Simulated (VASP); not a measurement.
**Ni: single point with revPBE**

Crystal: Ni.

```
Ni
1.0
     2.50658    0.00000    0.00000
    -1.25329    2.17076    0.00000
     0.00000    0.00000    4.10500
Ni
2
Direct
  0.33333 0.66667 0.25000
  0.66667 0.33333 0.75000
```

```yaml
Program: VASP 6.6.1
Task: single point
Functional: revPBE
Potentials_or_basis: VASP PAW PBE potentials, release 64 (Ni)
Cutoff: 520 eV
k_mesh: 24 × 24 × 13
Occupations: fermi-dirac, width 0.05 eV
Spin: collinear spin, ferromagnetic start
Starting_moments: "[0.731, 0.731] μB"
Dipole_correction: no
Further_INCAR_settings: ALGO = Normal; EDIFF = 1e-06; NBANDS = 21
```

```yaml
Pressure: -0.1 GPa
Net_moment: 1.29 μB per cell
Site_moments: Ni +0.66 μB
Valence_electrons_inside_the_program's_atomic_spheres: Ni 9.26
```

Stress tensor (GPa, compression positive):
```
-0.34  0.00  0.00
 0.00 -0.34  0.00
 0.00  0.00  0.24
```

Levels at points of the mesh, in eV from the Fermi level:
Spin up:
| k point | band 9 | band 10 | band 11 | band 12 | band 13 | band 14 |
| --- | --- | --- | --- | --- | --- | --- |
| (0.00, 0.00, 0.00) | -1.66 | -0.76 | -0.76 | -0.30 | 5.43 | 22.33 |
| (0.50, 0.00, 0.00) | -0.59 | -0.54 | 1.09 | 2.92 | 9.14 | 9.67 |
Spin down:
```tsv
k point	band 7	band 8	band 9	band 10	band 11	band 12
(0.00, 0.00, 0.00)	-1.33	-0.96	-0.96	-0.38	-0.01	-0.01
(0.50, 0.00, 0.00)	-1.31	0.14	0.17	0.26	1.57	3.30
```

Wall time 3.4 min on 1 thread of Intel(R) Xeon(R) Platinum 8559C (Emerald Rapids) (shared host), peak memory 0.36 GiB.

Caveat: the PAW data sets were made with another functional, which shifts forces and pressure a little.
